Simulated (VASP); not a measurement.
## ReOs3C: single point with PBE

Crystal: ReOs3C.

```xyz
5
Lattice="4.1086 -0.0038 -0.0183 -0.0055 3.9878 0.0042 -0.0190 0.0033 4.1092" Properties=species:S:1:pos:R:3 pbc="T T T"
Re    0.0153   -0.0010   -0.0169
Os   -0.0270    2.0015    2.2629
Os    2.3158   -0.0025    1.7746
Os    1.8459    1.9926    0.0083
C     1.9764    1.9905    2.1138
```

```yaml
Program: VASP 6.6.1
Task: single point
Functional: PBE
Potentials_or_basis: VASP PAW PBE potentials, release 64 (Re, Os, C)
Cutoff: 520 eV
k_mesh: 6 × 6 × 6
Occupations: gaussian, width 0.1 eV
Spin: no spin polarisation
```

```json
{
 "Pressure": "1.0 GPa",
 "Largest force": "0.111 eV/Å"
}
```

Forces on the atoms (eV/Å):
```
Re  -0.008  0.001  0.009
Os  -0.049 -0.001  0.054
Os   0.078  0.000 -0.079
Os  -0.054  0.003  0.050
C    0.033 -0.003 -0.033
```

Stress tensor (GPa, compression positive):
```
 1.07 -0.02  0.05
-0.02  1.04 -0.01
 0.05 -0.01  1.04
```

Levels at points of the mesh, in eV from the Fermi level:
```
           k point  band 16  band 17  band 18  band 19  band 20  band 21
(0.00, 0.00, 0.00)     0.14     0.35     1.35     1.48     1.70     1.80
(0.50, 0.00, 0.00)    -0.91    -0.86    -0.48     0.70     1.08     1.09
(0.00, 0.50, 0.00)    -1.25    -1.23    -0.68    -0.03     0.06     1.02
(0.50, 0.50, 0.00)    -1.28    -1.25    -0.61    -0.60     0.47     1.39
(0.00, 0.00, 0.50)    -0.91    -0.86    -0.48     0.70     1.08     1.09
(0.50, 0.00, 0.50)    -1.68    -0.54    -0.51    -0.36     0.84     0.90
(0.00, 0.50, 0.50)    -1.28    -1.25    -0.61    -0.60     0.47     1.39
(0.50, 0.50, 0.50)    -0.92     0.41     0.61     0.74     0.76     0.86
```

It took 83 s on 1 thread of Intel(R) Xeon(R) 6975P-C (Granite Rapids), on a shared host, peak memory 0.32 GiB.

Caveat: spin-orbit coupling is left out, which moves the levels of the heavy elements.
